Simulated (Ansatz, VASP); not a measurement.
## AlNi: VASP beside Ansatz

INCAR

```
  ALGO = Fast
  EDIFF = 1E-6
  ENCUT = 520
  GGA = PE
  ISIF = 2
  ISMEAR = 0
  LASPH = True
  LCHARG = False
  LREAL = False
  LWAVE = False
  NBANDS = 14
  NELM = 60
  PREC = Accurate
  SIGMA = 0.15
```

The input KPOINTS:

```
k-points
0
Gamma
  16 16 16
```

Contents of POSCAR:

```
AlNi
1.0
    2.0426321469     -2.0425983450      0.0000000000
    2.0426321469      2.0425983450      0.0000000000
    0.0000000000      0.0000000000      3.0551000000
Al Ni
1 1
Direct
    0.0000000000      0.0000000000      0.0000000000
    0.5000000000      0.5000000000      0.5000000000
```

Input for Ansatz:

```yaml
crystal:
  lattice:
    - [2.0426321469, -2.042598345, 0.0]
    - [2.0426321469, 2.042598345, 0.0]
    - [0.0, 0.0, 3.0551]
  atoms:
    - { symbol: Al, position: [0.0, 0.0, 0.0] }
    - { symbol: Ni, position: [0.5, 0.5, 0.5] }
basis:
  ecutwfc: 520.0
kpoints:
  mp_grid: { grid: [16, 16, 16] }
hamiltonian:
  xc: pbe
  pseudopotentials: { kind: paw, azcp: { folder: soft_1 } }
scf:
  occupations: { method: gaussian, width: 0.15 }
output:
  forces: true
  stress: true
  eigenvalues: true
```

Alike in both runs: task single point; functional PBE; k mesh 16 × 16 × 16; occupations gaussian, width 0.15 eV; no spin polarisation.

|  | VASP | Ansatz |
| --- | --- | --- |
| version | VASP 6.6.1 | Ansatz 0.2.0 |
| potentials or method | VASP PAW PBE potentials, release 64 (Al, Ni), cutoff 520 eV | scalar-relativistic, plane waves, PAW |
| valence electrons in the cell | 13 | 21 |

|  | VASP | Ansatz | Ansatz less VASP |
| --- | --- | --- | --- |
| gap on the k mesh at the Fermi level (eV) | none | none | - |
| pressure (GPa) | -7.3 | -7.2 | +0.09 |
| traceless stress, the component that is largest in VASP (GPa) | -1.99 | -1.94 | +0.053 |

A gap of «none» marks a metal or a gap that the smearing closes. VASP's potentials hold 13 valence electrons a cell and Ansatz's 21, so a difference there can come from the potentials and not from the codes. Ansatz's warnings: near symmetry operations not taken.
